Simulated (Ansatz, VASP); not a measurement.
**YLuAs2 in VASP and in Ansatz**

INCAR

```
PREC = Accurate
ENCUT = 520
EDIFF = 1E-6
ISMEAR = -1
SIGMA = 0.02
LREAL = False
LASPH = True
NELM = 150
ALGO = Normal
ISIF = 2
LWAVE = False
LCHARG = True
MAGMOM = 0 0 0 0 0 0 0 0 0 0 0 0
LORBIT = 11
LSORBIT = True
GGA_COMPAT = False
LORBMOM = True
LMAXMIX = 4
GGA = PE
LVHAR = True
NBANDS = 60
```

File KPOINTS:

```
regular mesh
0
Gamma
  6 6 4
```

The input POSCAR:

```
YLuAs2
1.0
    4.0692511867      0.0000000000      0.0000000000
    0.0000000000      4.0692511867      0.0000000000
    0.0000000000      0.0000000000      5.7490900407
Y As Lu
1 2 1
Direct
    0.0000000000      0.0000000000      0.0000000000
    0.0000000000      0.0000000000      0.5000000000
    0.5000000000      0.5000000000      0.0000000000
    0.5000000000      0.5000000000      0.5000000000
```

Input for Ansatz:

```yaml
crystal:
  lattice:
    - [4.0692511867, 0.0, 0.0]
    - [0.0, 4.0692511867, 0.0]
    - [0.0, 0.0, 5.7490900407]
  atoms:
    - { symbol: "Y", position: [0.0, 0.0, 0.0] }
    - { symbol: As, position: [0.0, 0.0, 0.5] }
    - { symbol: Lu, position: [0.5, 0.5, 0.5] }
    - { symbol: As, position: [0.5, 0.5, 0.0] }
kpoints:
  mp_grid: { grid: [6, 6, 4] }
  band_path:
    path:
      - [0.0, 0.0, 0.0]
      - [0.0, 0.5, 0.0]
      - [0.5, 0.5, 0.0]
      - [0.0, 0.0, 0.5]
      - [0.0, 0.5, 0.5]
      - [0.5, 0.5, 0.5]
      - [0.0, 0.0, 0.25]
    npoints: 1
hamiltonian:
  xc: pbe
scf:
  occupations: { method: fermi_dirac, width: 0.02 }
  n_extra_bands: 10
magnetization:
  noncollinear: true
  spin_orbit: true
output:
  forces: true
  stress: true
  eigenvalues: true
```

Alike in both runs: task single point; functional PBE; k mesh 6 × 6 × 4; occupations fermi-dirac, width 0.02 eV; non-collinear spin, spin-orbit coupling.

|  | VASP | Ansatz |
| --- | --- | --- |
| version | VASP 6.6.1 | Ansatz 0.2.0 |
| potentials or method | VASP PAW PBE potentials, release 64 (Y_sv, As, Lu) | plane waves, PAW |
| plane-wave cutoff (eV) | 520 | 420 |
| valence electrons in the cell | 46 | 66 |

```csv
,VASP,Ansatz,Ansatz less VASP
pressure (GPa),0.4,0.3,-0.17
net moment per atom (μB),0.00,0.00,0.000
```

VASP's potentials hold 46 valence electrons a cell and Ansatz's 66, so a difference there can come from the potentials and not from the codes.
